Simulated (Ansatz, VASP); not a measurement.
## Two plane-wave programs on SrTiO3

The input INCAR:

```
PREC = Accurate
ENCUT = 520
EDIFF = 1E-8
ISMEAR = -1
SIGMA = 0.05
LREAL = F
LASPH = T
NELM = 60
ALGO = Normal
ISIF = 2
LWAVE = F
LCHARG = F
GGA = PE
LEFG = T
NBANDS = 28
```

Contents of KPOINTS:

```
Automatic mesh
0
Gamma
  7 7 7
```

POSCAR

```
SrTiO3
1.0
    3.9050000000      0.0000000000      0.0000000000
    0.0000000000      3.9050000000      0.0000000000
    0.0000000000      0.0000000000      4.0221500000
Sr Ti O
1 1 3
Direct
    0.0000000000      0.0000000000      0.0000000000
    0.5000000000      0.5000000000      0.5000000000
    0.0000000000      0.5000000000      0.5000000000
    0.5000000000      0.0000000000      0.5000000000
    0.5000000000      0.5000000000      0.0000000000
```

Input for Ansatz:

```yaml
crystal:
  lattice:
    - [3.905, 0.0, 0.0]
    - [0.0, 3.905, 0.0]
    - [0.0, 0.0, 4.02215]
  atoms:
    - { symbol: Sr, position: [0.0, 0.0, 0.0] }
    - { symbol: Ti, position: [0.5, 0.5, 0.5] }
    - { symbol: O, position: [0.0, 0.5, 0.5] }
    - { symbol: O, position: [0.5, 0.0, 0.5] }
    - { symbol: O, position: [0.5, 0.5, 0.0] }
kpoints:
  mp_grid: { grid: [7, 7, 7] }
scf:
  occupations: { method: fermi_dirac, width: 0.05 }
hamiltonian:
  xc: pbe
  pseudopotentials: { kind: paw }
output:
  forces: true
  stress: true
  eigenvalues: true
  efg: { contact_densities: true }
```

Change from the starting cell: zz strain of +3 %, PAW files.

Alike in both runs: task electric field gradients; functional PBE; k mesh 7 × 7 × 7; occupations fermi-dirac, width 0.05 eV; no spin polarisation.

```csv
,VASP,Ansatz
version,VASP 6.6.1,Ansatz 0.2.0
potentials or method,"VASP PAW PBE potentials, release 64 (Sr_sv, Ti_sv, O)","PAW with Ansatz's default frozen-core files, scalar-relativistic"
plane-wave cutoff (eV),520,420
valence electrons in the cell,40,40
```

|  | VASP | Ansatz | Ansatz less VASP |
| --- | --- | --- | --- |
| gap on the k mesh at the Fermi level (eV) | 1.84 | 1.87 | +0.031 |
| pressure (GPa) | -0.1 | -0.7 | -0.60 |
| traceless stress, the component that is largest in VASP (GPa) | -4.02 | -3.95 | +0.071 |
| size of Vzz on the site where it differs most (V/Å²) | 10.2 | 11.8 | +1.55 |
